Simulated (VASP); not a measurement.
## AlN: single point with PBEsol

The system is AlN.

```
CELL_PARAMETERS angstrom
2.02262 -2.02262 0.00000
2.02262 0.00000 -2.02262
8.89953 7.28144 8.09048
ATOMIC_POSITIONS crystal
Al 0.55000 0.66667 0.29167
Al 0.95000 0.00000 0.12500
Al 0.15000 0.33333 0.45833
Al 0.35000 0.66667 0.79167
Al 0.75000 0.00000 0.62500
Al 0.95000 0.33333 0.95833
N 0.85000 0.00000 0.37500
N 0.25000 0.33333 0.20833
N 0.45000 0.66667 0.54167
N 0.65000 0.00000 0.87500
N 0.05000 0.33333 0.70833
N 0.65000 0.66667 0.04167
```

This cell differs from its parent crystal: the part above a cut slid along it.

| Property | Result |
| --- | --- |
| Program | VASP 6.6.1 |
| Task | single point |
| Functional | PBEsol |
| Potentials or basis | VASP PAW PBE potentials, release 64 (Al, N) |
| Cutoff | 520 eV |
| k mesh | 9 × 9 × 2 |
| Occupations | gaussian, width 0.05 eV |
| Spin | no spin polarisation |
| Dipole correction | no |
| Further INCAR settings | ALGO = Normal; EDIFF = 1e-07; NBANDS = 36 |

```
Pressure               : 15.1 GPa
Largest force          : 17.512 eV/Å
Band gap on the k mesh : 3.89 eV (least direct gap 4.38 eV)
```

Forces on the atoms (eV/Å):
```
Al   -0.094  -0.091  -0.091
Al    0.044   0.252   0.583
Al   -0.087  -0.087  -0.088
Al   -0.151  -0.180  -0.134
Al   -0.085  -0.087  -0.091
Al   -9.565 -14.656  -0.632
N     0.085   0.090   0.087
N     0.041   0.109   0.057
N     0.091   0.087   0.083
N     0.321  -0.184  -0.981
N     0.114   0.068   0.045
N     9.286  14.678   1.161
```

Stress tensor (GPa, compression positive):
```
11.83 17.53  0.09
17.53 27.93  6.17
 0.09  6.17  5.50
```

Levels at points of the mesh, in eV from the valence-band top:
```csv
k point,band 20,band 21,band 22,band 23,band 24,band 25,band 26,band 27,band 28,band 29
"(0.00, 0.00, 0.00)",-0.56,-0.38,-0.30,-0.16,0.00,4.38,5.81,5.85,6.24,6.37
"(0.00, 0.00, 0.50)",-0.61,-0.49,-0.35,-0.21,-0.09,4.44,5.83,5.90,6.08,6.40
```

It took 17 min on 1 thread of Intel Xeon 8259CL, with other jobs on the host, peak memory 0.36 GiB.

Caveat: the cell differs from its parent crystal (the part above a cut slid along it); the stress differs along the axes, from 6 to 28 GPa; the PAW data sets were made with another functional, which shifts forces and pressure a little. A k mesh can miss the band edges.
